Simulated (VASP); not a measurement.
# ZnH5: relaxation of cell and atoms with PBE

ZnH5:

```
Zn H
1.0
     4.38553    0.00000    0.00000
    -2.19276    3.79798    0.00000
     0.00000    0.00000    6.50821
Zn H
1 5
Direct
  0.00000 0.00000 0.00000
  0.00000 0.00000 0.55775
  0.00000 0.00000 0.44225
  0.21669 0.78331 0.00000
  0.21669 0.43338 0.00000
  0.56662 0.78331 0.00000
```

The cell was generated, and may not be a known phase.

```json
{
  "Program": "VASP 6.6.1",
  "Task": "relaxation of cell and atoms",
  "Functional": "PBE",
  "Potentials or basis": "VASP PAW PBE potentials, release 64 (Zn, H)",
  "Cutoff": "600 eV",
  "k mesh": "12 × 12 × 6",
  "Occupations": "gaussian, width 0.1 eV",
  "Spin": "no spin polarisation",
  "Dipole correction": "no",
  "Further INCAR settings": "ALGO = Normal; EDIFF = 1e-07; IBRION = 2; EDIFFG = -0.01; NSW = 100; ISIF = 3"
}
```

The relaxed volume is 18.08 Å³/atom and the relaxed cell is a = 4.387 Å, b = 4.387 Å, c = 6.509 Å, α = 90.00°, β = 90.00°, γ = 120.00°. The space group after relaxing (to 0.1 Å) is P-6m2 (No. 187) and the energy gained by relaxing is 0.0 meV/atom. The ionic steps are 5, the pressure after relaxing is 0.0 GPa and the largest force after relaxing is 0.003 eV/Å. The band gap on the k mesh is zero (an odd number of electrons rules out a gap without spin polarisation).

Forces in eV/Å, atoms in the order of the input:
```
Zn   0.000  0.000  0.000
H    0.000  0.000 -0.002
H    0.000  0.000  0.002
H    0.003 -0.002  0.000
H    0.000  0.003  0.000
H   -0.003 -0.002  0.000
```

Step by step:
```csv
step,energy change (eV),largest force (eV/Å),pressure (GPa),volume (Å³)
1,0.0000,0.0274,0.02,108.40
2,-0.0001,0.0424,0.02,108.44
3,-0.0001,0.0388,0.02,108.44
4,-0.0001,0.0195,0.00,108.47
5,-0.0001,0.0031,-0.03,108.51
```

Final structure:
```cif
data_structure
_symmetry_space_group_name_H-M 'P 1'
_symmetry_Int_Tables_number 1
_cell_length_a 4.3875
_cell_length_b 4.3875
_cell_length_c 6.5086
_cell_angle_alpha 90.000
_cell_angle_beta 90.000
_cell_angle_gamma 120.000
_cell_volume 108.51
loop_
_atom_site_label
_atom_site_type_symbol
_atom_site_fract_x
_atom_site_fract_y
_atom_site_fract_z
_atom_site_occupancy
Zn1 Zn 0.00000 0.00000 0.00000 1
H1 H 0.00000 0.00000 0.55772 1
H2 H 0.00000 0.00000 0.44228 1
H3 H 0.21709 0.78291 0.00000 1
H4 H 0.21709 0.43418 0.00000 1
H5 H 0.56582 0.78291 0.00000 1
```

Levels at points of the mesh, in eV from the Fermi level:
```csv
k point,band 6,band 7,band 8,band 9,band 10,band 11
"(0.00, 0.00, 0.00)",-6.44,-5.60,0.64,0.64,1.77,3.35
"(0.50, 0.00, 0.00)",-6.14,-4.90,-3.37,-0.02,3.01,4.46
"(0.00, 0.00, 0.50)",-6.20,-6.00,0.65,0.65,2.71,2.82
"(0.50, 0.00, 0.50)",-6.07,-4.99,-3.50,-0.01,4.31,4.55
```

Run time: 120 s on 1 thread of Intel(R) Xeon(R) 6975P-C (Granite Rapids), with other jobs on the host, peak memory 0.34 GiB.
